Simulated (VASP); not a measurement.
# Ga2As2O in VASP: single point with PBE

Aim: the single point of Ga2As2O with PBE.

Program: VASP 6.6.1. These are calculated values, not measurements. Logs are shortened: lines on timing, memory, paths and dates and some standing lists are left out, and cuts for length are marked.

**1. The cell of the first run**

The cell holds a slab with vacuum, 5 atoms: a = 4.063 Å, b = 4.063 Å, c = 19.672 Å, α = 90.00°, β = 90.00°, γ = 120.00°.

**2. Single point, PBE, collinear spin, ferromagnetic start**

Input file INCAR:

```
ALGO = Normal
DIPOL = 0.5 0.5 0.345
EDIFF = 1E-6
ENCUT = 520
GGA = PE
IDIPOL = 3
ISIF = 2
ISMEAR = 0
ISPIN = 2
LASPH = True
LCHARG = False
LDIPOL = True
LORBIT = 11
LREAL = False
LWAVE = False
MAGMOM = 0 0 0 0 2
NBANDS = 33
NELM = 150
PREC = Accurate
SIGMA = 0.05
```

Input file KPOINTS:

```
k-points
0
Gamma
  9 9 1
```

Input file POSCAR:

```
Ga2As2O
1.0
    4.0629609257      0.0000000000      0.0000000000
   -2.0314804628      3.5186273762      0.0000000000
    0.0000000000      0.0000000000     19.6715434051
As Ga O
2 2 1
Direct
    0.0000000000      0.0000000000      0.2033394085
    0.3333333333      0.6666666667      0.3841855398
    0.3333333333      0.6666666667      0.2454992131
    0.6666666667      0.3333333333      0.4153992006
    1.3333333333      0.6666666667      0.4773089737
```

Potentials or basis: VASP PAW PBE potentials, release 64 (As, Ga_d, O).

On the command line:

```console
cat potpaw_PBE.64/As/POTCAR potpaw_PBE.64/Ga_d/POTCAR potpaw_PBE.64/O/POTCAR > POTCAR
mpirun -np 1 vasp_std > vasp.out
```

OUTCAR:

```text
EDIFF = 1E-6
   ENCUT = 520
   GGA = PE
   ISIF = 2
   ISMEAR = 0
   ISPIN = 2
   LASPH = True
   LORBIT = 11
   LREAL = False
   NELM = 150
   PREC = Accurate

 ion  position               nearest neighbor table
   1  0.000  0.000  0.203-   3 2.49   3 2.49   3 2.49
   2  0.333  0.667  0.384-   5 1.83   4 2.42   4 2.42   4 2.42   3 2.73
   3  0.333  0.667  0.245-   1 2.49   1 2.49   1 2.49   2 2.73
   4  0.667  0.333  0.415-   2 2.42   2 2.42   2 2.42
   5  0.333  0.667  0.477-   2 1.83

  LATTYP: Found a hexagonal cell.
 ALAT       =     4.0629609257
 C/A-ratio  =     4.8416767389

  Lattice vectors:

 A1 = (   4.0629609257,   0.0000000000,   0.0000000000)
 A2 = (  -2.0314804628,   3.5186273762,   0.0000000000)
 A3 = (   0.0000000000,   0.0000000000,  19.6715434051)

Analysis of symmetry for initial positions (statically):
=====================================================================
 Subroutine PRICEL returns:
 Original cell was already a primitive cell.

 Routine SETGRP: Setting up the symmetry group for a
 hexagonal supercell.

 Subroutine GETGRP returns: Found  6 space group operations
 (whereof  6 operations were pure point group operations)
 out of a pool of 24 trial point group operations.

The static configuration has the point symmetry C_3v.

Analysis of symmetry for dynamics (positions and initial velocities):
=====================================================================
 Subroutine PRICEL returns:
 Original cell was already a primitive cell.

 Routine SETGRP: Setting up the symmetry group for a
 hexagonal supercell.

 Subroutine GETGRP returns: Found  6 space group operations
 (whereof  6 operations were pure point group operations)
 out of a pool of 24 trial point group operations.

The dynamic configuration has the point symmetry C_3v.

Analysis of structural, dynamic, and magnetic symmetry:
=====================================================================
 Subroutine PRICEL returns:
 Original cell was already a primitive cell.

 Routine SETGRP: Setting up the symmetry group for a
 hexagonal supercell.

 Subroutine GETGRP returns: Found  6 space group operations
 (whereof  6 operations were pure point group operations)
 out of a pool of 24 trial point group operations.

The overall configuration has the point symmetry C_3v.

 Subroutine INISYM returns: Found  6 space group operations
 (whereof  6 operations are pure point group operations),
 and found     1 'primitive' translations

----------------------------------------------------------------------------------------

                                     Primitive cell

  volume of cell :     281.2253

  direct lattice vectors                    reciprocal lattice vectors
     4.062960926  0.000000000  0.000000000     0.246125921  0.142100867  0.000000000
    -2.031480463  3.518627376  0.000000000     0.000000000  0.284201734  0.000000000
     0.000000000  0.000000000 19.671543405     0.000000000  0.000000000  0.050834852

  length of vectors
     4.062960926  4.062960926 19.671543405     0.284201734  0.284201734  0.050834852

  position of ions in fractional coordinates (direct lattice)
     0.000000000  0.000000000  0.203339408
     0.333333333  0.666666667  0.384185540
     0.333333333  0.666666667  0.245499213
     0.666666667  0.333333333  0.415399201
     0.333333333  0.666666667  0.477308974

  ion indices of the primitive-cell ions
   primitive index   ion index
                 1           1
                 2           2
                 3           3
                 4           4
                 5           5

----------------------------------------------------------------------------------------

 KPOINTS: k-points

Automatic generation of k-mesh.
 Grid dimensions read from file:
 generate k-points for:    9    9    1

 Generating k-lattice:

  Cartesian coordinates                     Fractional coordinates (reciprocal lattice)
     0.027347325  0.015788985  0.000000000     0.111111111  0.000000000  0.000000000
     0.000000000  0.031577970  0.000000000     0.000000000  0.111111111  0.000000000
     0.000000000  0.000000000  0.050834852     0.000000000  0.000000000  1.000000000

  Length of vectors
     0.031577970  0.031577970  0.050834852

  Shift w.r.t. Gamma in fractional coordinates (k-lattice)
     0.000000000  0.000000000  0.000000000

 Subroutine IBZKPT returns following result:
 ===========================================

 Found     12 irreducible k-points:

 Following reciprocal coordinates:
            Coordinates               Weight
  0.000000  0.000000  0.000000      1.000000
  0.111111  0.000000  0.000000      6.000000
  0.222222 -0.000000  0.000000      6.000000
  0.333333  0.000000  0.000000      6.000000
  0.444444 -0.000000  0.000000      6.000000
  0.111111  0.111111  0.000000      6.000000
  0.222222  0.111111  0.000000     12.000000
  0.333333  0.111111  0.000000     12.000000
  0.444444  0.111111  0.000000      6.000000
  0.222222  0.222222  0.000000      6.000000
  0.333333  0.222222  0.000000     12.000000
  0.333333  0.333333  0.000000      2.000000
   k-points           NKPTS =     12   k-points in BZ     NKDIM =     12   number of bands    NBANDS=     33
   number of dos      NEDOS =    301   number of ions     NIONS =      5
   total plane-waves  NPLWV = 135000
   dimension x,y,z NGX =    30 NGY =   30 NGZ =  150
   dimension x,y,z NGXF=    60 NGYF=   60 NGZF=  300
   ions per type =               2   2   1
   NGX,Y,Z   is equivalent  to a cutoff of  12.28, 12.28, 12.68 a.u.
   NGXF,Y,Z  is equivalent  to a cutoff of  24.55, 24.55, 25.35 a.u.
 SYSTEM =  unknown system
   PREC   = accura    normal or accurate (medium, high low for compatibility)
   ISTART =      0    job   : 0-new  1-cont  2-samecut
   ICHARG =      2    charge: 1-file 2-atom 10-const
   ISPIN  =      2    spin polarized calculation?
   LNONCOLLINEAR =      F non collinear calculations
   LSORBIT =      F    spin-orbit coupling
   LASPH  =      T    aspherical Exc in radial PAW
   ENCUT  =  520.0 eV  38.22 Ry    6.18 a.u.   7.55  7.55 36.58*2*pi/ulx,y,z
   NELM   =    150;   NELMIN=  2; NELMDL= -5     # of ELM steps
   EDIFF  = 0.1E-05   stopping-criterion for ELM
   LREAL  =      F    real-space projection
   EDIFFG = 0.1E-04   stopping-criterion for IOM
   NSW    =      0    number of steps for IOM
   IBRION =     -1    ionic relax: 0-MD 1-quasi-New 2-CG
   NFREE  =      0    steps in history (QN), initial steepest desc. (CG)
   ISIF   =      2    stress and relaxation
   ISYM   =      2    0-nonsym 1-usesym 2-fastsym
   POTIM  = 0.5000    time-step for ionic-motion
   TEBEG  =    0.0;   TEEND  =   0.0 temperature during run
   PSTRESS=    0.0 pullay stress
   NELECT =      42.0000    total number of electrons
   NUPDOWN=      -1.0000    fix difference up-down
   EMIN   =  10.00;   EMAX   =-10.00  energy-range for DOS
   EFERMI =   0.00;   METHOD = LEGACY
   ISMEAR =     0;   SIGMA  =   0.05  broadening in eV -4-tet -1-fermi 0-gaus
   EFERMI_NEDOS =   21; number of points for ismear=-14 and -15
   IALGO  =     38    algorithm
   IMIX   =      4    mixing-type and parameters
     AMIX     =   0.40;   BMIX     =  1.00
     AMIX_MAG =   1.60;   BMIX_MAG =  1.00
  volume/ion in A,a.u.               =      56.25       379.56
  Fermi-wavevector in a.u.,A,eV,Ry     =   0.868573  1.641366 10.264501  0.754420
  Thomas-Fermi vector in A             =   1.987271
   LORBIT       =     11    0 simple, 1 ext, 2 COOP (PROOUT), +10 PAW based schemes
   GGA     = PE    functional components
   LHFCALC =     F    Hartree Fock is set to
   AEXX    =    0.0000 exact exchange contribution
   IVDW    =     0    specifies the selected vdW correction
   LEPSILON=     F    determine dielectric tensor
   LRPA    =     F    only Hartree local field effects (RPA)
 spin polarized calculation
 Gauss-broadening in eV      SIGMA  =   0.05
  energy-cutoff  :      520.00
  volume of cell :      281.23
 maximum number of plane-waves:      7629
 NGX is ok and might be reduce to    30
   NGX = 15   NGY = 15   NGZ = 73

 dipolmoment           0.000000      0.000000     -0.081720 electrons x Angstroem

 number of electron      42.0000004 magnetization       0.0001242

 number of electron      42.0000004 magnetization      -0.0000485

 dipolmoment           0.000000      0.000000      0.122706 electrons x Angstroem

 Free energy of the ion-electron system (eV)
  ---------------------------------------------------
  ext. energy  EPLUGINS =         0.00000000
  ---------------------------------------------------
  free energy    TOTEN  =       -19.50497036 eV

  energy without entropy =      -19.49968852  energy(sigma->0) =      -19.50232944

 E-fermi :  -2.6876     XC(G=0):  -4.1137

 val. band max:       -2.7263679744   @ k =   0.2222  -0.0000   0.0000
 cond. band min:      -2.6695447480   @ k =   0.3333   0.0000   0.0000
 fundamental gap:      0.0568232264
 Fermi energy:        -2.6875534214

 spin component 1

 k-point     1 :       0.0000    0.0000    0.0000
  band No.  band energies     occupation
      1     -20.7738      1.00000
      2     -17.8850      1.00000
      3     -17.8850      1.00000
      4     -17.8340      1.00000
      5     -17.7956      1.00000
      6     -17.7956      1.00000
[... 25 lines left out ...]
     32       4.0529      0.00000
     33       5.1952      0.00000

 k-point     2 :       0.1111    0.0000    0.0000
  band No.  band energies     occupation
      1     -20.7604      1.00000
      2     -17.8841      1.00000
      3     -17.8808      1.00000
      4     -17.8380      1.00000
      5     -17.7958      1.00000
      6     -17.7902      1.00000
[... 25 lines left out ...]
     32       4.2418      0.00000
     33       4.9699      0.00000
[... 322 lines left out ...]
     32       5.7324      0.00000
     33       6.2664      0.00000

 k-point    12 :       0.3333    0.3333    0.0000
  band No.  band energies     occupation
      1     -20.6469      1.00000
      2     -17.9036      1.00000
      3     -17.8506      1.00000
      4     -17.8244      1.00000
      5     -17.8016      1.00000
      6     -17.7421      1.00000
[... 25 lines left out ...]
     32       5.2803      0.00000
     33       6.1539      0.00000
 Fermi energy:        -2.6875534214

 spin component 2

 k-point     1 :       0.0000    0.0000    0.0000
  band No.  band energies     occupation
      1     -20.7739      1.00000
      2     -17.8850      1.00000
      3     -17.8850      1.00000
      4     -17.8340      1.00000
      5     -17.7956      1.00000
      6     -17.7956      1.00000
[... 25 lines left out ...]
     32       4.0642      0.00000
     33       5.1964      0.00000

 k-point     2 :       0.1111    0.0000    0.0000
  band No.  band energies     occupation
      1     -20.7605      1.00000
      2     -17.8841      1.00000
      3     -17.8808      1.00000
      4     -17.8380      1.00000
      5     -17.7958      1.00000
      6     -17.7902      1.00000
[... 25 lines left out ...]
     32       4.2553      0.00000
     33       4.9699      0.00000
[... 322 lines left out ...]
     32       5.7341      0.00000
     33       6.2693      0.00000

 k-point    12 :       0.3333    0.3333    0.0000
  band No.  band energies     occupation
      1     -20.6469      1.00000
      2     -17.9036      1.00000
      3     -17.8506      1.00000
      4     -17.8244      1.00000
      5     -17.8016      1.00000
      6     -17.7421      1.00000
[... 25 lines left out ...]
     32       5.2808      0.00000
     33       6.1591      0.00000

------------------------ aborting loop because EDIFF is reached ----------------------------------------

 vacuum level on the upper side and lower side of the slab       (xc-potential included)         0.757        -0.754

  FORCE on cell =-STRESS in cart. coord.  units (eV):
  Direction    XX          YY          ZZ          XY          YZ          ZX
  --------------------------------------------------------------------------------------
  -------------------------------------------------------------------------------------
  Total        0.7645351      0.7645351      0.6563395      0.0000000     -0.0000000      0.0000000
  in kB        4.3556571      4.3556571      3.7392525      0.0000000     -0.0000000      0.0000000
  external PRESSURE =       4.1501889 kB  Pullay stress =       0.0000000 kB

 VOLUME and BASIS-vectors are now :
 -----------------------------------------------------------------------------
  energy-cutoff  :      520.00
  volume of cell :      281.23
      direct lattice vectors                 reciprocal lattice vectors
     4.062960926  0.000000000  0.000000000     0.246125921  0.142100867  0.000000000
    -2.031480463  3.518627376  0.000000000     0.000000000  0.284201734  0.000000000
     0.000000000  0.000000000 19.671543405     0.000000000  0.000000000  0.050834852

 POSITION                                       TOTAL-FORCE (eV/Angst)
 -----------------------------------------------------------------------------------
      0.00000      0.00000      4.00000        -0.000000      0.000000      0.485141
     -0.00000      2.34575      7.55752         0.000000      0.000000     -0.441725
     -0.00000      2.34575      4.82935        -0.000000      0.000000     -0.655883
      2.03148      1.17288      8.17154         0.000000     -0.000000      0.414198
     -0.00000      2.34575      9.38940         0.000000      0.000000      0.198269
 -----------------------------------------------------------------------------------
    total drift:                               -0.000003      0.000000     -0.001821

  FREE ENERGIE OF THE ION-ELECTRON SYSTEM (eV)
  ---------------------------------------------------
  free  energy   TOTEN  =       -19.5049703598 eV

  energy  without entropy=      -19.4996885164  energy(sigma->0) =      -19.50232944

 vacuum level on the upper side and lower side of the slab         4.181         2.627

 total charge

# of ion       s       p       d       tot
------------------------------------------
    1        1.257   1.452   0.022   2.730
    2        1.238   1.464   0.107   2.810
    3        0.930   0.678   9.972  11.580
    4        0.980   0.572   9.991  11.542
    5        1.605   3.265   0.000   4.870
--------------------------------------------------
tot          6.010   7.431  20.092  33.533

 magnetization (x)

# of ion       s       p       d       tot
------------------------------------------
    1       -0.000   0.000   0.000   0.000
    2       -0.000  -0.000  -0.000  -0.000
    3       -0.000   0.000   0.000   0.000
    4       -0.000  -0.000  -0.000  -0.000
    5       -0.000  -0.000   0.000  -0.000
--------------------------------------------------
tot         -0.000  -0.000  -0.000  -0.000
```

Run time: 9.6 min. Hardware: 1 thread of AMD EPYC 7R13 (Zen 3), shared host; peak memory 0.52 GiB.

Results:

```
Free energy                                           : -19.5050 eV
Largest force                                         : 0.656 eV/Å
Band gap on the k mesh                                : zero (filled and empty bands overlap)
Net moment                                            : 0.00 μB per cell
Valence electrons inside the program's atomic spheres : As 2.73, 2.81; Ga 11.58, 11.54; O 4.87
```

Forces in eV/Å, atoms in the order of the input:
```
As   0.000  0.000  0.485
As   0.000  0.000 -0.442
Ga   0.000  0.000 -0.656
Ga   0.000  0.000  0.414
O    0.000  0.000  0.198
```

Levels at points of the mesh, in eV from the Fermi level:
Spin up:
| k point | band 19 | band 20 | band 21 | band 22 | band 23 | band 24 |
| --- | --- | --- | --- | --- | --- | --- |
| (0.00, 0.00, 0.00) | -0.13 | -0.13 | 0.36 | 0.36 | 1.21 | 3.03 |
Spin down:
| k point | band 19 | band 20 | band 21 | band 22 | band 23 | band 24 |
| --- | --- | --- | --- | --- | --- | --- |
| (0.00, 0.00, 0.00) | -0.13 | -0.13 | 0.36 | 0.36 | 1.21 | 3.03 |

The gap in the log of VASP goes by the Fermi energy; the results here count the filled bands.